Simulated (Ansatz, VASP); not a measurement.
## C: VASP beside Ansatz

```
CELL_PARAMETERS angstrom
0.00000 1.78337 1.78337
1.78337 0.00000 1.78337
1.78337 1.78337 0.00000
ATOMIC_POSITIONS crystal
C 0.75000 0.75000 0.75000
C 0.50000 0.50000 0.50000
```

Alike in both runs: functional LDA; k mesh 13 × 13 × 13; occupations fermi-dirac, width 0.05 eV; no spin polarisation.

|  | VASP | Ansatz |
| --- | --- | --- |
| version | VASP 6.6.1 | Ansatz 0.2.0 |
| potentials or method | VASP PAW LDA potentials, release 64 (C), cutoff 520 eV | all-electron LAPW, scalar-relativistic |
| task | single point | band structure |

```tsv
	VASP	Ansatz	Ansatz less VASP
gap on the k mesh at the Fermi level (eV)	4.11	4.11	+0.006
least direct gap on the mesh (eV)	5.54	5.55	+0.004
pressure (GPa)	-11.6	-13.0	-1.35
```

LDA's correlation is that of Perdew and Zunger in VASP and of Perdew and Wang (1992) in Ansatz. Ansatz ran all-electron here, and VASP with PAW potentials.
